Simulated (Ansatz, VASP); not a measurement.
# Fe3SnSb: VASP beside Ansatz

INCAR

```
SYSTEM = Fe3SnSb
PREC = Accurate ; ENCUT = 520
EDIFF = 1E-6 ; ISMEAR = -1
SIGMA = 0.05 ; LREAL = .FALSE.
LASPH = .TRUE. ; NELM = 150
ALGO = Normal ; ISIF = 2
LWAVE = .FALSE. ; LCHARG = .TRUE.
ISPIN = 2 ; MAGMOM = 0 0 3 3 3
LORBIT = 11 ; LMAXMIX = 4
GGA = PE ; LELF = .TRUE.
LVHAR = .TRUE. ; NBANDS = 34
```

Contents of KPOINTS:

```
regular mesh
0
G
  7 7 5
  0 0 0
```

Contents of POSCAR:

```
Fe3SnSb
1.0
    4.1243574826      0.0000000000      0.0000000000
   -2.0621787413      3.5717983543      0.0000000000
    0.0000000000      0.0000000000      5.2894173611
Sb Sn Fe
1 1 3
Direct
    0.3333333333      0.6666666667      0.8204750000
    0.0000000000      0.0000000000      0.1786800000
    0.6666666667      0.3333333333      0.4975580000
    0.3333333333      0.6666666667      0.3418710000
    0.0000000000      0.0000000000      0.6614150000
```

input.yaml

```yaml
crystal:
  lattice:
    - [4.1243574826, 0.0, 0.0]
    - [-2.0621787413, 3.5717983543, 0.0]
    - [0.0, 0.0, 5.2894173611]
  atoms:
    - { symbol: Sb, position: [0.3333333333, 0.6666666667, 0.820475] }
    - { symbol: Sn, position: [0.0, 0.0, 0.17868] }
    - { symbol: Fe, position: [0.6666666667, 0.3333333333, 0.497558], spin: 3.0 }
    - { symbol: Fe, position: [0.3333333333, 0.6666666667, 0.341871], spin: 3.0 }
    - { symbol: Fe, position: [0.0, 0.0, 0.661415], spin: 3.0 }
hamiltonian:
  xc: pbe
  pseudopotentials: { kind: paw }
magnetization:
  spin_polarized: true
kpoints:
  mp_grid: { grid: [7, 7, 5] }
scf:
  occupations: { method: fermi_dirac, width: 0.05 }
output:
  forces: true
  stress: true
  eigenvalues: true
```

Alike in both runs: task single point; functional PBE; k mesh 7 × 7 × 5; occupations fermi-dirac, width 0.05 eV; collinear spin.

```csv
,VASP,Ansatz
version,VASP 6.6.1,Ansatz 0.2.0
potentials or method,"VASP PAW PBE potentials, release 64 (Sb, Sn_d, Fe)",Ansatz PAW
plane-wave cutoff (eV),520,420
valence electrons in the cell,43,77
```

Ansatz gave:

```
gap on the k mesh at the Fermi level (eV)                     : none
pressure (GPa)                                                : 7.7
traceless stress, the component that is largest in VASP (GPa) : -0.41
rms of the force components (eV/Å)                            : 0.133
net moment per atom (μB)                                      : 1.01
size of the moment on the site where the two differ most (μB) : 0.04
```

Which values does VASP return?

gap on the k mesh at the Fermi level (eV): none; pressure (GPa): 7.6; traceless stress, the component that is largest in VASP (GPa): -0.50; rms of the force components (eV/Å): 0.123; net moment per atom (μB): 1.01; size of the moment on the site where the two differ most (μB): 0.08.

Site moments also hang on the region over which each program counts them. Atom by atom the forces differ by 0.011 eV/Å (rms over components). A gap of «none» marks a metal or a gap that the smearing closes. VASP's potentials hold 43 valence electrons a cell and Ansatz's 77, so a difference there can come from the potentials and not from the codes.

Neither program's run includes spin-orbit coupling.
